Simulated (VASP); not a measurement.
# Pb (Fm-3m) in VASP: a series of runs, part 2 of 2

VASP 6.6.1.

## 3. Relaxation of cell and atoms, PBE

This run uses another cell than the first one, of 32.69 Å³/atom, 1.024 times its volume.

Input file INCAR:

```
SYSTEM = Pb
  PREC = Accurate
  ENCUT = 600
  EDIFF = 1E-6
  ISMEAR = -1
  SIGMA = 0.1
  LREAL = .False.
  LASPH = .True.
  NELM = 60
  ALGO = Normal
  ISIF = 3
  LWAVE = .False.
  LCHARG = .False.
  GGA = PE
  IBRION = 2
  NSW = 60
  EDIFFG = -0.01
```

Input file KPOINTS:

```
Automatic mesh
0
Gamma
  11 11 11
  0 0 0
```

Input file POSCAR:

```
Pb
1.0
    0.0000000000      2.5378820000      2.5378820000
    2.5378820000      0.0000000000      2.5378820000
    2.5378820000      2.5378820000      0.0000000000
Pb
1
Direct
    0.0000000000      0.0000000000      0.0000000000
```

Potentials or basis: VASP PAW PBE potentials, release 64 (Pb_d).

Launch:

```console
$ cat potpaw_PBE.64/Pb_d/POTCAR > POTCAR
$ mpirun -np 1 vasp_std > vasp.out
```

OUTCAR:

```text
SYSTEM = Pb
   PREC = Accurate
   ENCUT = 600
   EDIFF = 1E-6
   ISMEAR = -1
   LREAL = .False.
   LASPH = .True.
   NELM = 60
   ISIF = 3
   GGA = PE
   IBRION = 2
   NSW = 60
   EDIFFG = -0.01

 ion  position               nearest neighbor table
   1  0.000  0.000  0.000-

  LATTYP: Found a face centered cubic cell.
 ALAT       =     5.0757640000

  Lattice vectors:

 A1 = (   0.0000000000,   2.5378820000,   2.5378820000)
 A2 = (   2.5378820000,   0.0000000000,   2.5378820000)
 A3 = (   2.5378820000,   2.5378820000,   0.0000000000)

Analysis of symmetry for initial positions (statically):
=====================================================================
 Subroutine PRICEL returns:
 Original cell was already a primitive cell.

 Routine SETGRP: Setting up the symmetry group for a
 face centered cubic supercell.

 Subroutine GETGRP returns: Found 48 space group operations
 (whereof 48 operations were pure point group operations)
 out of a pool of 48 trial point group operations.

The static configuration has the point symmetry O_h .

Analysis of symmetry for dynamics (positions and initial velocities):
=====================================================================
 Subroutine PRICEL returns:
 Original cell was already a primitive cell.

 Routine SETGRP: Setting up the symmetry group for a
 face centered cubic supercell.

 Subroutine GETGRP returns: Found 48 space group operations
 (whereof 48 operations were pure point group operations)
 out of a pool of 48 trial point group operations.

The dynamic configuration has the point symmetry O_h .

 Subroutine INISYM returns: Found 48 space group operations
 (whereof 48 operations are pure point group operations),
 and found     1 'primitive' translations

----------------------------------------------------------------------------------------

[... 121 lines left out ...]
 conjugate gradient relaxation of ions
 non-spin polarized calculation
  energy-cutoff  :      600.00
  volume of cell :       32.69
 maximum number of plane-waves:      1105
 NGX is ok and might be reduce to    30
   NGX = 15   NGY = 15   NGZ = 15

--------------------------------------- Ionic step        1  -------------------------------------------

 number of electron      14.0000000 magnetization

 Free energy of the ion-electron system (eV)
  ---------------------------------------------------
  ext. energy  EPLUGINS =         0.00000000
  ---------------------------------------------------
  free energy    TOTEN  =        -3.57064851 eV

  energy without entropy =       -3.55388484  energy(sigma->0) =       -3.56226667

------------------------ aborting loop because EDIFF is reached ----------------------------------------

  FORCE on cell =-STRESS in cart. coord.  units (eV):
  Direction    XX          YY          ZZ          XY          YZ          ZX
  --------------------------------------------------------------------------------------
  -------------------------------------------------------------------------------------
  Total       -0.1794018     -0.1794018     -0.1794018      0.0000000      0.0000000      0.0000000
  in kB       -8.7921086     -8.7921086     -8.7921086      0.0000000      0.0000000      0.0000000
  external PRESSURE =      -8.7921086 kB  Pullay stress =       0.0000000 kB
[... 57 lines left out ...]
--------------------------------------- Ionic step        3  -------------------------------------------

 number of electron      13.9999998 magnetization

 Free energy of the ion-electron system (eV)
  ---------------------------------------------------
  ext. energy  EPLUGINS =         0.00000000
  ---------------------------------------------------
  free energy    TOTEN  =        -3.57283387 eV

  energy without entropy =       -3.55695192  energy(sigma->0) =       -3.56489289

 E-fermi :   6.7523     XC(G=0):  -9.9413

 val. band max:        6.6802997273   @ k =   0.3636   0.2727   0.0000
 cond. band min:       6.7718200199   @ k =   0.2727   0.0000   0.0000
 fundamental gap:      0.0915202926
 Fermi energy:         6.7522597303

 k-point     1 :       0.0000    0.0000    0.0000
  band No.  band energies     occupation
      1     -10.3211      2.00000
      2     -10.3211      2.00000
      3     -10.3211      2.00000
      4     -10.2022      2.00000
      5     -10.2022      2.00000
      6      -4.6971      2.00000
      7      13.7380      0.00000
      8      13.7380      0.00000
      9      13.7380      0.00000
     10      16.4472      0.00000
     11      17.4121      0.00000
[... 309 lines left out ...]
 k-point    24 :      -0.1818    0.1818    0.0000
  band No.  band energies     occupation
      1     -10.3138      2.00000
      2     -10.2917      2.00000
      3     -10.2392      2.00000
      4     -10.2262      2.00000
      5     -10.1402      2.00000
      6      -3.1188      2.00000
      7       7.4148      0.00265
      8       9.1355      0.00000
      9      13.1530      0.00000
     10      16.2464      0.00000
     11      17.6005      0.00000

 [... further k-points ...]
[... 5 lines left out ...]
  --------------------------------------------------------------------------------------
  -------------------------------------------------------------------------------------
  Total        0.0011796      0.0011796      0.0011796      0.0000000     -0.0000000      0.0000000
  in kB        0.0592107      0.0592107      0.0592107      0.0000000     -0.0000000      0.0000000
  external PRESSURE =       0.0592107 kB  Pullay stress =       0.0000000 kB
[... 16 lines left out ...]
  FREE ENERGIE OF THE ION-ELECTRON SYSTEM (eV)
  ---------------------------------------------------
  free  energy   TOTEN  =        -3.5728338670 eV

  energy  without entropy=       -3.5569519227  energy(sigma->0) =       -3.56489289

 reached required accuracy - stopping structural energy minimisation
```

OSZICAR:

```text
N       E                     dE             d eps       ncg     rms          rms(c)
DAV:   1     0.106740344214E+03    0.10674E+03   -0.78911E+03  1238   0.161E+03
DAV:   2     0.147914662493E+01   -0.10526E+03   -0.10348E+03  1262   0.340E+02
DAV:   3    -0.345122366502E+01   -0.49304E+01   -0.48908E+01  1470   0.833E+01
DAV:   4    -0.357499522658E+01   -0.12377E+00   -0.12369E+00  1495   0.146E+01
[... 19 lines left out ...]
DAV:   2    -0.357293457498E+01    0.67352E-03   -0.13390E-03  1412   0.794E-01    0.511E-02
DAV:   3    -0.357283711144E+01    0.97464E-04   -0.39561E-04  1543   0.413E-01    0.410E-03
DAV:   4    -0.357283552472E+01    0.15867E-05   -0.43786E-06  1274   0.247E-02    0.232E-03
DAV:   5    -0.357283381942E+01    0.17053E-05   -0.25189E-06  1262   0.146E-02    0.131E-03
DAV:   6    -0.357283386698E+01   -0.47560E-07   -0.15077E-07   640   0.810E-03
   3 F= -.35728339E+01 E0= -.35648929E+01  d E =-.218536E-02
```

CONTCAR:

```text
Pb
   1.00000000000000
     0.0000000000000000    2.5177107328389350    2.5177107328389350
     2.5177107328389350    0.0000000000000000    2.5177107328389350
     2.5177107328389350    2.5177107328389350    0.0000000000000000
  Pb
     1
Direct
     0.0000000000000000    0.0000000000000000    0.0000000000000000

  0.00000000E+00  0.00000000E+00  0.00000000E+00
```

It took 41 s on 1 thread of AMD EPYC 7R13 (Zen 3), shared host; peak memory 0.15 GiB.

Results:

* Free energy: -3.5728 eV
* Relaxed volume: 31.92 Å³/atom
* Relaxed cell: a = 3.561 Å, b = 3.561 Å, c = 3.561 Å, α = 60.00°, β = 60.00°, γ = 60.00°
* Space group after relaxing (to 0.05 Å): Fm-3m (No. 225)
* Energy gained by relaxing: 2.2 meV/atom
* Ionic steps: 3
* Pressure after relaxing: 0.0 GPa
* Band gap on the k mesh: zero (band 7 reaches 13.74 eV, above the bottom of band 8 at 5.37 eV)

Step by step:
```
step  energy change (eV)  largest force (eV/Å)  pressure (GPa)  volume (Å³)
   1              0.0000                0.0000           -0.88        32.69
   2             -0.0022                0.0000            0.09        31.85
   3             -0.0022                0.0000            0.01        31.92
```

Final structure:
```
CELL_PARAMETERS angstrom
0.00000 2.51771 2.51771
2.51771 0.00000 2.51771
2.51771 2.51771 0.00000
ATOMIC_POSITIONS crystal
Pb 0.00000 0.00000 0.00000
```

Levels at points of the mesh, in eV from the Fermi level:
```
           k point  band 5  band 6  band 7  band 8  band 9  band 10
(0.00, 0.00, 0.00)  -16.95  -11.45    6.99    6.99    6.99     9.69
```

Caveat: spin-orbit coupling is left out, which moves the levels of the heavy elements.
